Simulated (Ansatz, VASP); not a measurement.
# One calculation of SnS2, two programs

```
Sn S
1.0
     3.66863    0.00000    0.00000
    -1.83431    3.17712    0.00000
     0.00000    0.00000    5.80963
Sn S
1 2
Direct
  0.00000 0.00000 0.00000
  0.33333 0.66667 0.25447
  0.66667 0.33333 0.74553
```

Alike in both runs: task relaxation of cell and atoms; functional LDA; k mesh 9 × 9 × 6; occupations gaussian, width 0.02 eV; no spin polarisation.

|  | VASP | Ansatz |
| --- | --- | --- |
| version | VASP 6.6.1 | Ansatz 0.2.0 |
| potentials or method | VASP PAW LDA potentials, release 64 (Sn_d, S), cutoff 500 eV | scalar-relativistic, plane waves, PAW |
| valence electrons in the cell | 26 | 26 |

|  | VASP | Ansatz | Ansatz less VASP |
| --- | --- | --- | --- |
| gap on the k mesh at the Fermi level, each at its own relaxed structure (eV) | 1.06 | 1.04 | -0.019 |
| relaxed volume (Å³/atom) | 21.69 | 21.73 | +0.036 |
| relaxed cell length with the largest relative difference (Å) | 5.696 | 5.707 | +0.0113 |

LDA's correlation is that of Perdew and Zunger in VASP and of Perdew and Wang (1992) in Ansatz.
